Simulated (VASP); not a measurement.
Crystal: Ti6C.

```
Ti C
1.0
     5.76917    0.00000    0.00000
     0.00000    5.76917    0.00000
     0.00000    0.00000    5.76917
Ti C
6 1
Direct
  0.16945 0.50000 0.50000
  0.50000 0.16945 0.50000
  0.83055 0.50000 0.50000
  0.50000 0.83055 0.50000
  0.50000 0.50000 0.16945
  0.50000 0.50000 0.83055
  0.00000 0.00000 0.00000
```

The cell was generated, and may not be a known phase.

- Program: VASP 6.6.1
- Task: relaxation of cell and atoms
- Functional: PBE
- Potentials or basis: VASP PAW PBE potentials, release 64 (Ti_sv, C)
- Cutoff: 600 eV
- k mesh: 8 × 8 × 8
- Occupations: gaussian, width 0.1 eV
- Spin: no spin polarisation

At the start: pressure 1.1 GPa; volume 27.43 Å³/atom.

**Question.** Where does the relaxation end?

**Answer.** Over 11 steps the energy falls by 141.0 meV/atom and the volume is 36.59 Å³/atom (+33.4 %); space group Pm-3m (No. 221, to 0.1 Å) before and after.

The path:
| step | energy change (eV) | largest force (eV/Å) | pressure (GPa) | volume (Å³) |
| --- | --- | --- | --- | --- |
| 1 | 0.0000 | 0.6775 | 1.10 | 192.02 |
| 2 | -0.0967 | 0.2801 | 0.05 | 197.29 |
| 3 | -0.1254 | 0.3271 | -0.09 | 200.00 |
| 4 | -0.2218 | 0.7027 | 0.00 | 205.50 |
| 5 | -0.6140 | 0.8816 | 0.42 | 216.79 |
| 6 | -0.8201 | 1.0745 | 2.55 | 240.60 |
| 7 | -0.8943 | 0.2691 | 1.67 | 231.82 |
| 8 | -0.9724 | 0.3135 | -0.54 | 256.37 |
| 9 | -0.9782 | 0.1954 | -0.12 | 250.92 |
| 10 | -0.9867 | 0.0125 | -0.02 | 255.92 |
| 11 | -0.9867 | 0.0046 | 0.00 | 256.13 |

Final structure:
```yaml
crystal:
  lattice:
    - [6.35065, 0.00000, 0.00000]
    - [0.00000, 6.35065, 0.00000]
    - [0.00000, 0.00000, 6.35065]
  atoms:
    - { symbol: Ti, position: [0.21431, 0.50000, 0.50000] }
    - { symbol: Ti, position: [0.50000, 0.21431, 0.50000] }
    - { symbol: Ti, position: [0.78569, 0.50000, 0.50000] }
    - { symbol: Ti, position: [0.50000, 0.78569, 0.50000] }
    - { symbol: Ti, position: [0.50000, 0.50000, 0.21431] }
    - { symbol: Ti, position: [0.50000, 0.50000, 0.78569] }
    - { symbol: C, position: [0.00000, 0.00000, 0.00000] }
```

Caveat: the volume moved by over 15 % at a fixed basis, so the end points are rough.
